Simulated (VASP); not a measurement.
Set up this calculation in VASP 6.6.1, as the native input.

```yaml
Task: relaxation of shape and atoms at fixed volume
Functional: PBEsol
Potentials_or_basis: VASP PAW PBE potentials, release 64 (V_sv, N)
Cutoff: 600 eV
k_mesh: 12 × 12 × 12
Occupations: gaussian, width 0.1 eV
Spin: no spin polarisation
Dipole_correction: no
Further_INCAR_settings: ALGO = Normal; EDIFF = 1e-06; IBRION = 2; EDIFFG = -0.01; NSW = 50; ISIF = 4
```

The structure of VN2 lies in POSCAR:

```
VN2
1.0
   -2.0461060781      2.0461060781      2.3421700183
    2.0461060781     -2.0461060781      2.3421700183
    2.0461060781      2.0461060781     -2.3421700183
V N
2 4
Direct
    0.2500000000      0.2500000000      0.0000000000
    0.7500000000      0.7500000000      0.0000000000
    0.1161626708      0.6161626708      0.7323253416
    0.6161626708      0.8838373292      0.5000000000
    0.8838373292      0.3838373292      0.2676746584
    0.3838373292      0.1161626708      0.5000000000
```

One way to write it, as run:

INCAR

```
ALGO = Normal
EDIFF = 1E-6
EDIFFG = -0.01
ENCUT = 600
GGA = PS
IBRION = 2
ISIF = 4
ISMEAR = 0
LASPH = T
LCHARG = F
LREAL = F
LWAVE = F
NELM = 60
NSW = 50
PREC = Accurate
SIGMA = 0.1
```

KPOINTS

```
k-points
0
Gamma
  12 12 12
```

Potentials or basis: VASP PAW PBE potentials, release 64 (V_sv, N).

Launch:

```bash
$ cat potpaw_PBE.64/V_sv/POTCAR potpaw_PBE.64/N/POTCAR > POTCAR
$ mpirun -np 1 vasp_std > vasp.out
```

It gave:

| Item | Value |
| --- | --- |
| Energy gained by relaxing | 0.5 meV/atom |
| Ionic steps | 5 |
| Pressure after relaxing | 59.5 GPa |
| Largest force after relaxing | 0.005 eV/Å |
| Band gap on the k mesh | zero (bands 23 and 24 overlap by 0.52 eV) |

Caveat: the PAW data sets were made with another functional, which shifts forces and pressure a little; the run has no spin polarisation, though such a crystal can be magnetic.

Run time: 4.1 min on 1 thread of Intel(R) Xeon(R) 6975P-C (Granite Rapids), with other jobs on the host, peak memory 0.29 GiB.
